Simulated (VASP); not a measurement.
# HfC (rocksalt type) (Fm-3m) in VASP: further runs

HfC (rocksalt type) is run at these levels: PBEsol; tasks: single point, relaxation of cell and atoms.

Program: VASP 6.6.1. These are calculated values, not measurements. Logs are shortened: lines on timing, memory, paths and dates and some standing lists are left out, and cuts for length are marked.

**1. The cell of the first run**

The structure is cubic, space group Fm-3m (No. 225). The conventional cell has a = 4.607 Å, b = 4.607 Å, c = 4.607 Å, α = 90.00°, β = 90.00°, γ = 90.00°. Within 3.0 Å of Hf (site symmetry m-3m) lie 6 C at 2.30 Å. Within 3.0 Å of C (site symmetry m-3m) lie 6 Hf at 2.30 Å.

**2. Single point, PBEsol**

The input, INCAR:

```
SYSTEM = HfC
  PREC = Accurate
  ENCUT = 520
  EDIFF = 1E-6
  ISMEAR = -1
  SIGMA = 0.08
  LREAL = .False.
  LASPH = .True.
  NELM = 100
  ALGO = Normal
  ISIF = 2
  LWAVE = .False.
  LCHARG = .False.
  GGA = PS
  NBANDS = 14
```

The input, KPOINTS:

```
regular mesh
0
Gamma
  17 17 17
  0 0 0
```

The input, POSCAR:

```
HfC
1.0
    0.0000000000      2.3034790232      2.3034790232
    2.3034790232      0.0000000000      2.3034790232
    2.3034790232      2.3034790232      0.0000000000
Hf C
1 1
Direct
    0.0000000000      0.0000000000      0.0000000000
    0.5000000000      0.5000000000      0.5000000000
```

Potentials or basis: VASP PAW PBE potentials, release 64 (Hf_pv, C).

The run is started by

```sh
$ cat potpaw_PBE.64/Hf_pv/POTCAR potpaw_PBE.64/C/POTCAR > POTCAR
$ mpirun -np 1 vasp_std > vasp.out
```

OUTCAR:

```text
SYSTEM = HfC
   PREC = Accurate
   ENCUT = 520
   EDIFF = 1E-6
   ISMEAR = -1
   LREAL = .False.
   LASPH = .True.
   NELM = 100
   ISIF = 2
   GGA = PS

 ion  position               nearest neighbor table
   1  0.000  0.000  0.000-   2 2.30   2 2.30   2 2.30   2 2.30   2 2.30   2 2.30
   2  0.500  0.500  0.500-   1 2.30   1 2.30   1 2.30   1 2.30   1 2.30   1 2.30

  LATTYP: Found a face centered cubic cell.
 ALAT       =     4.6069580464

  Lattice vectors:

 A1 = (   0.0000000000,   2.3034790232,   2.3034790232)
 A2 = (   2.3034790232,   0.0000000000,   2.3034790232)
 A3 = (   2.3034790232,   2.3034790232,   0.0000000000)

Analysis of symmetry for initial positions (statically):
=====================================================================
 Subroutine PRICEL returns:
 Original cell was already a primitive cell.

 Routine SETGRP: Setting up the symmetry group for a
 face centered cubic supercell.

 Subroutine GETGRP returns: Found 48 space group operations
 (whereof 48 operations were pure point group operations)
 out of a pool of 48 trial point group operations.

The static configuration has the point symmetry O_h .

Analysis of symmetry for dynamics (positions and initial velocities):
=====================================================================
 Subroutine PRICEL returns:
 Original cell was already a primitive cell.

 Routine SETGRP: Setting up the symmetry group for a
 face centered cubic supercell.

 Subroutine GETGRP returns: Found 48 space group operations
 (whereof 48 operations were pure point group operations)
 out of a pool of 48 trial point group operations.

The dynamic configuration has the point symmetry O_h .

 Subroutine INISYM returns: Found 48 space group operations
 (whereof 48 operations are pure point group operations),
 and found     1 'primitive' translations

----------------------------------------------------------------------------------------

                                     Primitive cell

  volume of cell :      24.4446

  direct lattice vectors                    reciprocal lattice vectors
     0.000000000  2.303479023  2.303479023    -0.217062971  0.217062971  0.217062971
     2.303479023  0.000000000  2.303479023     0.217062971 -0.217062971  0.217062971
     2.303479023  2.303479023  0.000000000     0.217062971  0.217062971 -0.217062971

  length of vectors
     3.257611275  3.257611275  3.257611275     0.375964094  0.375964094  0.375964094

  position of ions in fractional coordinates (direct lattice)
     0.000000000  0.000000000  0.000000000
     0.500000000  0.500000000  0.500000000

  ion indices of the primitive-cell ions
   primitive index   ion index
                 1           1
                 2           2

----------------------------------------------------------------------------------------

 KPOINTS: regular mesh

Automatic generation of k-mesh.
 Grid dimensions read from file:
 generate k-points for:   17   17   17

 Generating k-lattice:

  Cartesian coordinates                     Fractional coordinates (reciprocal lattice)
    -0.012768410  0.012768410  0.012768410     0.058823529  0.000000000  0.000000000
     0.012768410 -0.012768410  0.012768410     0.000000000  0.058823529  0.000000000
     0.012768410  0.012768410 -0.012768410     0.000000000  0.000000000  0.058823529

  Length of vectors
     0.022115535  0.022115535  0.022115535

  Shift w.r.t. Gamma in fractional coordinates (k-lattice)
     0.000000000  0.000000000  0.000000000

 Subroutine IBZKPT returns following result:
 ===========================================

 Found    165 irreducible k-points:

 Following reciprocal coordinates:
            Coordinates               Weight
  0.000000  0.000000  0.000000      1.000000
  0.058824  0.000000  0.000000      8.000000
  0.117647  0.000000  0.000000      8.000000
  0.176471  0.000000  0.000000      8.000000
  0.235294  0.000000  0.000000      8.000000
  0.294118  0.000000  0.000000      8.000000
[... 16 lines left out ...]
 -0.176471  0.058824  0.000000     24.000000
 -0.117647  0.058824  0.000000     24.000000
 [... further k-points ...]
   k-points           NKPTS =    165   k-points in BZ     NKDIM =    165   number of bands    NBANDS=     14
   number of dos      NEDOS =    301   number of ions     NIONS =      2
   total plane-waves  NPLWV =  13824
   dimension x,y,z NGX =    24 NGY =   24 NGZ =   24
   dimension x,y,z NGXF=    48 NGYF=   48 NGZF=   48
   ions per type =               1   1
   NGX,Y,Z   is equivalent  to a cutoff of  12.25, 12.25, 12.25 a.u.
   NGXF,Y,Z  is equivalent  to a cutoff of  24.50, 24.50, 24.50 a.u.
 SYSTEM =  HfC
   PREC   = accura    normal or accurate (medium, high low for compatibility)
   ISTART =      0    job   : 0-new  1-cont  2-samecut
   ICHARG =      2    charge: 1-file 2-atom 10-const
   ISPIN  =      1    spin polarized calculation?
   LNONCOLLINEAR =      F non collinear calculations
   LSORBIT =      F    spin-orbit coupling
   LASPH  =      T    aspherical Exc in radial PAW
   ENCUT  =  520.0 eV  38.22 Ry    6.18 a.u.   6.06  6.06  6.06*2*pi/ulx,y,z
   NELM   =    100;   NELMIN=  2; NELMDL= -5     # of ELM steps
   EDIFF  = 0.1E-05   stopping-criterion for ELM
   LREAL  =      F    real-space projection
   EDIFFG = 0.1E-04   stopping-criterion for IOM
   NSW    =      0    number of steps for IOM
   IBRION =     -1    ionic relax: 0-MD 1-quasi-New 2-CG
   NFREE  =      0    steps in history (QN), initial steepest desc. (CG)
   ISIF   =      2    stress and relaxation
   ISYM   =      2    0-nonsym 1-usesym 2-fastsym
   POTIM  = 0.5000    time-step for ionic-motion
   TEBEG  =    0.0;   TEEND  =   0.0 temperature during run
   PSTRESS=    0.0 pullay stress
   NELECT =      14.0000    total number of electrons
   NUPDOWN=      -1.0000    fix difference up-down
   EMIN   =  10.00;   EMAX   =-10.00  energy-range for DOS
   EFERMI =   0.00;   METHOD = LEGACY
   ISMEAR =    -1;   SIGMA  =   0.08  broadening in eV -4-tet -1-fermi 0-gaus
   EFERMI_NEDOS =   21; number of points for ismear=-14 and -15
   IALGO  =     38    algorithm
   IMIX   =      4    mixing-type and parameters
     AMIX     =   0.40;   BMIX     =  1.00
     AMIX_MAG =   1.60;   BMIX_MAG =  1.00
  volume/ion in A,a.u.               =      12.22        82.48
  Fermi-wavevector in a.u.,A,eV,Ry     =   1.359534  2.569146 25.148075  1.848331
  Thomas-Fermi vector in A             =   2.486273
   LORBIT       =      0    0 simple, 1 ext, 2 COOP (PROOUT), +10 PAW based schemes
   GGA     = PS    functional components
   LHFCALC =     F    Hartree Fock is set to
   AEXX    =    0.0000 exact exchange contribution
   IVDW    =     0    specifies the selected vdW correction
   LEPSILON=     F    determine dielectric tensor
   LRPA    =     F    only Hartree local field effects (RPA)
 non-spin polarized calculation
  energy-cutoff  :      520.00
  volume of cell :       24.44
 maximum number of plane-waves:       673
   NGX = 13   NGY = 13   NGZ = 13

 number of electron      14.0000002 magnetization

 Free energy of the ion-electron system (eV)
  ---------------------------------------------------
  ext. energy  EPLUGINS =         0.00000000
  ---------------------------------------------------
  free energy    TOTEN  =       -22.19864193 eV

  energy without entropy =      -22.19237760  energy(sigma->0) =      -22.19550976

 E-fermi :   6.0136     XC(G=0): -12.5584

 val. band max:        5.9596444083   @ k =   0.4706   0.4706   0.0000
 cond. band min:       6.0179076407   @ k =   0.4706   0.4118   0.0000
 fundamental gap:      0.0582632324
 Fermi energy:         6.0135858398

 k-point     1 :       0.0000    0.0000    0.0000
  band No.  band energies     occupation
      1     -23.3434      2.00000
      2     -23.3434      2.00000
      3     -23.3434      2.00000
      4      -6.4085      2.00000
      5       7.0640      0.00000
      6       7.0640      0.00000
      7       7.0640      0.00000
      8       7.3735      0.00000
      9       7.3735      0.00000
     10       7.3735      0.00000
     11       9.4718      0.00000
     12       9.4718      0.00000
     13      13.1862      0.00000
     14      17.0483      0.00000

 k-point     2 :       0.0588    0.0000    0.0000
  band No.  band energies     occupation
      1     -23.3710      2.00000
      2     -23.3460      2.00000
      3     -23.3460      2.00000
      4      -6.3163      2.00000
      5       6.3318      0.03676
      6       6.5658      0.00201
      7       6.5658      0.00201
      8       7.5933      0.00000
      9       7.5933      0.00000
     10       7.8838      0.00000
     11       9.9380      0.00000
     12       9.9380      0.00000
     13      13.3849      0.00000
     14      17.3064      0.00000

 k-point     3 :       0.1176    0.0000    0.0000
  band No.  band energies     occupation
      1     -23.4495      2.00000
      2     -23.3534      2.00000
      3     -23.3534      2.00000
      4      -6.0467      2.00000
      5       5.3244      1.99964
      6       5.7901      1.88470
      7       5.7901      1.88470
      8       7.9092      0.00000
      9       7.9092      0.00000
     10       8.3109      0.00000
     11      10.9539      0.00000
     12      10.9539      0.00000
     13      13.9104      0.00000
     14      18.0314      0.00000

 k-point     4 :       0.1765    0.0000    0.0000
  band No.  band energies     occupation
      1     -23.5661      2.00000
      2     -23.3647      2.00000
      3     -23.3647      2.00000
      4      -5.6195      2.00000
      5       4.2570      2.00000
      6       5.0296      1.99999
      7       5.0296      1.99999
      8       8.3538      0.00000
      9       8.3538      0.00000
     10       8.6312      0.00000
     11      12.1696      0.00000
     12      12.1696      0.00000
     13      14.5935      0.00000
     14      19.0617      0.00000

 k-point     5 :       0.2353    0.0000    0.0000
  band No.  band energies     occupation
      1     -23.7029      2.00000
      2     -23.3782      2.00000
      3     -23.3782      2.00000
      4      -5.0642      2.00000
      5       3.1954      2.00000
      6       4.3588      2.00000
      7       4.3588      2.00000
      8       8.9333      0.00000
      9       8.9333      0.00000
     10       8.9639      0.00000
     11      13.4583      0.00000
[... 276 lines left out ...]
 k-point    22 :      -0.2353    0.0588    0.0000
  band No.  band energies     occupation
      1     -23.7505      2.00000
      2     -23.4124      2.00000
      3     -23.3728      2.00000
      4      -4.8043      2.00000
      5       2.7662      2.00000
      6       3.9941      2.00000
      7       4.2878      2.00000
      8       8.8183      0.00000
      9       9.0028      0.00000
     10       9.8804      0.00000
     11      13.0547      0.00000
     12      14.6138      0.00000
     13      15.5342      0.00000
     14      19.9487      0.00000

 k-point    23 :      -0.1765    0.0588    0.0000
  band No.  band energies     occupation
      1     -23.6160      2.00000
      2     -23.3960      2.00000
      3     -23.3596      2.00000
      4      -5.3821      2.00000
      5       3.7706      2.00000
      6       4.5809      2.00000
      7       4.8781      2.00000
      8       8.2313      0.00000
      9       8.7041      0.00000
     10       9.2458      0.00000
     11      11.8448      0.00000
     12      13.3217      0.00000
     13      15.0172      0.00000
     14      19.5825      0.00000

 k-point    24 :      -0.1176    0.0588    0.0000
  band No.  band energies     occupation
      1     -23.4958      2.00000
      2     -23.3787      2.00000
      3     -23.3499      2.00000
      4      -5.8468      2.00000
      5       4.7879      2.00000
      6       5.2752      1.99980
      7       5.5053      1.99652
      8       7.7867      0.00000
      9       8.4644      0.00000
     10       8.7087      0.00000
     11      10.7636      0.00000
     12      12.0533      0.00000
     13      14.3262      0.00000
     14      18.5472      0.00000

 [... further k-points ...]

------------------------ aborting loop because EDIFF is reached ----------------------------------------

  FORCE on cell =-STRESS in cart. coord.  units (eV):
  Direction    XX          YY          ZZ          XY          YZ          ZX
  --------------------------------------------------------------------------------------
  -------------------------------------------------------------------------------------
  Total       -0.0465411     -0.0465411     -0.0465411      0.0000000      0.0000000     -0.0000000
  in kB       -3.0504533     -3.0504533     -3.0504533      0.0000000      0.0000000     -0.0000000
  external PRESSURE =      -3.0504533 kB  Pullay stress =       0.0000000 kB

 VOLUME and BASIS-vectors are now :
 -----------------------------------------------------------------------------
  energy-cutoff  :      520.00
  volume of cell :       24.44
      direct lattice vectors                 reciprocal lattice vectors
     0.000000000  2.303479023  2.303479023    -0.217062971  0.217062971  0.217062971
     2.303479023  0.000000000  2.303479023     0.217062971 -0.217062971  0.217062971
     2.303479023  2.303479023  0.000000000     0.217062971  0.217062971 -0.217062971

 POSITION                                       TOTAL-FORCE (eV/Angst)
 -----------------------------------------------------------------------------------
      0.00000      0.00000      0.00000         0.000000      0.000000      0.000000
      2.30348      2.30348      2.30348         0.000000      0.000000      0.000000
 -----------------------------------------------------------------------------------
    total drift:                                0.000000     -0.000000     -0.000000

  FREE ENERGIE OF THE ION-ELECTRON SYSTEM (eV)
  ---------------------------------------------------
  free  energy   TOTEN  =       -22.1986419332 eV

  energy  without entropy=      -22.1923775965  energy(sigma->0) =      -22.19550976
```

It took 23 s on 1 thread of AMD EPYC 9R45 (Zen 5), shared host; peak memory 0.15 GiB.

What came out:

| Quantity | Value |
| --- | --- |
| Free energy | -22.1986 eV |
| Pressure | -0.3 GPa |
| Band gap on the k mesh | zero (bands 7 and 8 overlap by 1.46 eV) |

Levels at points of the mesh, in eV from the Fermi level:
| k point | band 3 | band 4 | band 5 | band 6 | band 7 | band 8 | band 9 | band 10 | band 11 | band 12 |
| --- | --- | --- | --- | --- | --- | --- | --- | --- | --- | --- |
| (0.00, 0.00, 0.00) | -29.36 | -12.42 | 1.05 | 1.05 | 1.05 | 1.36 | 1.36 | 1.36 | 3.46 | 3.46 |

Caveat: the PAW data sets were made with another functional, which shifts forces and pressure a little; spin-orbit coupling is left out, which moves the levels of the heavy elements.

**3. Relaxation of cell and atoms, PBEsol**

This run uses another cell than the first one, of 10.06 Å³/atom.

The input, INCAR:

```
SYSTEM = HfC
PREC = Accurate
ENCUT = 600
EDIFF = 1E-6
ISMEAR = -1
SIGMA = 0.08
LREAL = .FALSE.
LASPH = .TRUE.
NELM = 60
ALGO = Normal
ISIF = 3
LWAVE = .FALSE.
LCHARG = .FALSE.
GGA = PS
IBRION = 2
NSW = 60
EDIFFG = -0.005
```

The input, KPOINTS:

```
Automatic mesh
0
G
  17 17 17
  0 0 0
```

The input, POSCAR:

```
HfC
1.0
    0.0000000000      2.1586006647      2.1586006647
    2.1586006647      0.0000000000      2.1586006647
    2.1586006647      2.1586006647      0.0000000000
Hf C
1 1
Direct
    0.0000000000      0.0000000000      0.0000000000
    0.5000000000      0.5000000000      0.5000000000
```

Potentials or basis: VASP PAW PBE potentials, release 64 (Hf_pv, C).

The run is started by

```sh
$ cat potpaw_PBE.64/Hf_pv/POTCAR potpaw_PBE.64/C/POTCAR > POTCAR
$ mpirun -np 1 vasp_std > vasp.out
```

It took 72 s on 1 thread of AMD EPYC 9R45 (Zen 5), shared host; peak memory 0.16 GiB.

The run converged. Its results:

| Item | Value |
| --- | --- |
| Free energy | -22.1970 eV |
| Relaxed volume | 12.21 Å³/atom |
| Relaxed cell | a = 3.256 Å, b = 3.256 Å, c = 3.256 Å, α = 60.00°, β = 60.00°, γ = 60.00° |
| Space group after relaxing (to 0.1 Å) | Fm-3m (No. 225) |
| Pressure after relaxing | 0.0 GPa |
| Band gap on the k mesh | zero (bands 7 and 8 overlap by 1.46 eV) |

Final structure:
```cif
data_structure
_symmetry_space_group_name_H-M 'P 1'
_symmetry_Int_Tables_number 1
_cell_length_a 3.2564
_cell_length_b 3.2564
_cell_length_c 3.2564
_cell_angle_alpha 60.000
_cell_angle_beta 60.000
_cell_angle_gamma 60.000
_cell_volume 24.42
loop_
_atom_site_label
_atom_site_type_symbol
_atom_site_fract_x
_atom_site_fract_y
_atom_site_fract_z
_atom_site_occupancy
Hf1 Hf 0.00000 0.00000 0.00000 1
C1 C 0.50000 0.50000 0.50000 1
```

Levels at points of the mesh, in eV from the Fermi level:
```
           k point  band 4  band 5  band 6  band 7  band 8  band 9  band 10  band 11
(0.00, 0.00, 0.00)  -12.43    1.05    1.05    1.05    1.36    1.36     1.36     3.46
```

Caveat: the volume moved by over 15 % at a fixed basis, so the end points are rough; the PAW data sets were made with another functional, which shifts forces and pressure a little; spin-orbit coupling is left out, which moves the levels of the heavy elements.

The gap in the log of VASP goes by the Fermi energy; the results here count the filled bands.